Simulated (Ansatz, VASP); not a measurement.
## One calculation of Nb, two programs

```
CELL_PARAMETERS angstrom
3.04885 0.00000 0.00000
-1.52442 2.64038 0.00000
0.00000 0.00000 4.94844
ATOMIC_POSITIONS crystal
Nb 0.33333 0.66667 0.25000
Nb 0.66667 0.33333 0.75000
```

Alike in both runs: task single point; functional PBEsol; k mesh 6 × 6 × 4; occupations gaussian, width 0.1 eV; no spin polarisation.

```csv
,VASP,Ansatz
version,VASP 6.6.1,Ansatz 0.2.0
potentials or method,"VASP PAW PBE potentials, release 64 (Nb_sv), cutoff 500 eV","scalar-relativistic, plane waves, PAW"
valence electrons in the cell,26,26
```

Ansatz gave:

| Item | Value |
| --- | --- |
| gap on the k mesh at the Fermi level (eV) | none |
| pressure (GPa) | -14.6 |
| traceless stress, the component that is largest in VASP (GPa) | 4.35 |

Task: Estimate VASP's values.

Result: gap on the k mesh at the Fermi level (eV): none; pressure (GPa): -14.9; traceless stress, the component that is largest in VASP (GPa): 4.36.

VASP's potentials were made for PBE, not for PBEsol. A gap of «none» marks a metal or a gap that the smearing closes. With one functional, cell and mesh, what is left measures potentials, basis and numerics.

The k mesh is coarse, so the values compare programs but aren't converged.
